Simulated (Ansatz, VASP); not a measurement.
## One calculation of ScTi2O2, two programs

Contents of INCAR:

```
  ALGO = Normal
  EDIFF = 1E-7
  ENCUT = 520
  GGA = PE
  ISIF = 2
  ISMEAR = 0
  LASPH = T
  LCHARG = F
  LREAL = F
  LWAVE = F
  NBANDS = 58
  NELM = 100
  PREC = Accurate
  SIGMA = 0.2
```

The input KPOINTS:

```
k-points
0
Gamma
  8 4 8
```

File POSCAR:

```
ScTi2O2
1.0
   -3.0480934253      0.0000000000      0.0000000000
    0.0000000000      5.2794526789      0.0000000000
    1.5240467127     -0.8799087798     -7.4094119927
Sc Ti O
2 4 4
Direct
    1.0000000000      1.0000000000      1.0000000000
    0.5000000000      0.5000000000      0.0000000000
    0.8262356824      0.6087452275      0.6524713649
    0.3262356824      0.1087452275      0.6524713649
    0.6737643176      0.8912547725      0.3475286351
    0.1737643176      0.3912547725      0.3475286351
    0.4124303053      0.8041434351      0.8248606105
    0.9124303053      0.3041434351      0.8248606105
    0.0875696947      0.6958565649      0.1751393895
    0.5875696947      0.1958565649      0.1751393895
```

Input for Ansatz:

```yaml
crystal:
  lattice:
    - [-3.0480934253, 0.0, 0.0]
    - [0.0, 5.2794526789, 0.0]
    - [1.5240467127, -0.8799087798, -7.4094119927]
  atoms:
    - { symbol: Sc, position: [1.0, 1.0, 1.0] }
    - { symbol: Sc, position: [0.5, 0.5, 0.0] }
    - { symbol: Ti, position: [0.8262356824, 0.6087452275, 0.6524713649] }
    - { symbol: Ti, position: [0.3262356824, 0.1087452275, 0.6524713649] }
    - { symbol: Ti, position: [0.6737643176, 0.8912547725, 0.3475286351] }
    - { symbol: Ti, position: [0.1737643176, 0.3912547725, 0.3475286351] }
    - { symbol: O, position: [0.4124303053, 0.8041434351, 0.8248606105] }
    - { symbol: O, position: [0.9124303053, 0.3041434351, 0.8248606105] }
    - { symbol: O, position: [0.0875696947, 0.6958565649, 0.1751393895] }
    - { symbol: O, position: [0.5875696947, 0.1958565649, 0.1751393895] }
basis:
  ecutwfc: 420
kpoints:
  mp_grid: { grid: [8, 4, 8] }
hamiltonian:
  xc: pbe
scf:
  occupations: { method: gaussian, width: 0.2 }
  lower_state_search: "off"
output:
  forces: true
  stress: true
  eigenvalues: true
```

Alike in both runs: task single point; functional PBE; k mesh 8 × 4 × 8; occupations gaussian, width 0.2 eV; no spin polarisation.

```csv
,VASP,Ansatz
version,VASP 6.6.1,Ansatz 0.2.0
potentials or method,"VASP PAW PBE potentials, release 64 (Sc_sv, Ti_sv, O), cutoff 520 eV","scalar-relativistic, plane waves, PAW"
valence electrons in the cell,94,94
```

|  | VASP | Ansatz | Ansatz less VASP |
| --- | --- | --- | --- |
| gap on the k mesh at the Fermi level (eV) | none | none | - |
| pressure (GPa) | 0.7 | 0.1 | -0.60 |
| rms of the force components (eV/Å) | 0.023 | 0.003 | -0.0202 |

Atom by atom the forces differ by 0.021 eV/Å (rms over components). A gap of «none» marks a metal or a gap that the smearing closes. With one functional, cell and mesh, what is left measures potentials, basis and numerics.
